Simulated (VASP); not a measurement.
A run of VASP 6.6.1 is set up as follows.

Contents of INCAR:

```
ALGO = Normal
EDIFF = 1E-6
ENCUT = 520
GGA = PE
ISIF = 2
ISMEAR = -1
ISYM = 0
LASPH = True
LCHARG = True
LELF = True
LREAL = Auto
LVHAR = True
LWAVE = False
NBANDS = 105
NELM = 60
PREC = Accurate
SIGMA = 0.05
```

KPOINTS

```
k-points
0
Gamma
  1 1 1
```

The input POSCAR:

```
Ba5Na4F14
1.0
    7.5902190000      0.3427840000      0.0528720000
    0.3427840000      7.5783980000     -0.1247070000
    0.0528720000     -0.1247070000      7.4653180000
Ba F Na
5 14 4
Direct
    0.6516201545      0.2901928365      0.5422692801
    0.8381896545      0.3585248083      0.0613252898
    0.3061047232      0.9841376703      0.3111754231
    0.0230505767      0.8542439109      0.7890552640
    0.8135024704      0.8102058696      0.3007543471
    0.3534884849      0.8519381727     -0.0575690131
   -0.0109482023      0.4753327380      0.2994362964
    0.8391115650      0.5900225487      0.6101559820
    0.7743183003      0.7357974763      0.9939461840
    0.5035574038      0.3696901330      0.8386889695
    0.1883528612      0.7534952166      0.4961308461
    0.7979291208      0.1177449850      0.7954140085
    0.5565087440      0.9502182720      0.5704935998
    0.0257217046      0.0630277248      0.0732851622
   -0.0054396325      0.0645867235      0.4826695957
    0.5709893108      0.5651071813      0.3013955299
    0.1049483432      0.4941798542      0.9112979324
    0.6331538899      0.1178446313      0.1912365874
    0.3266700886      0.2740882857      0.4394652749
    0.5817762345      0.6984102193      0.7599508782
    0.5349383294      0.0589876670      0.8776838328
    0.2833332669      0.4968761779      0.2133123520
    0.1230367315      0.4088075957      0.5955053717
```

Potentials or basis: VASP PAW PBE potentials, release 64 (Ba_sv, F, Na_pv).

The run is started by

```bash
$ cat potpaw_PBE.64/Ba_sv/POTCAR potpaw_PBE.64/F/POTCAR potpaw_PBE.64/Na_pv/POTCAR > POTCAR
$ mpirun -np 1 vasp_gam > vasp.out
```

**Question.** Estimate the largest force.

**Answer.** 1.845 eV/Å.

**Question.** Predict the pressure.

**Answer.** 1.1 GPa.

Stress tensor (GPa, compression positive):
```
 0.96 -0.31 -0.59
-0.31  0.42  2.13
-0.59  2.13  1.79
```

Caveat: the k points lie up to 0.84 Å⁻¹ apart, too coarse for converged energies, forces and pressures; the atoms stand as in a frame of molecular dynamics.
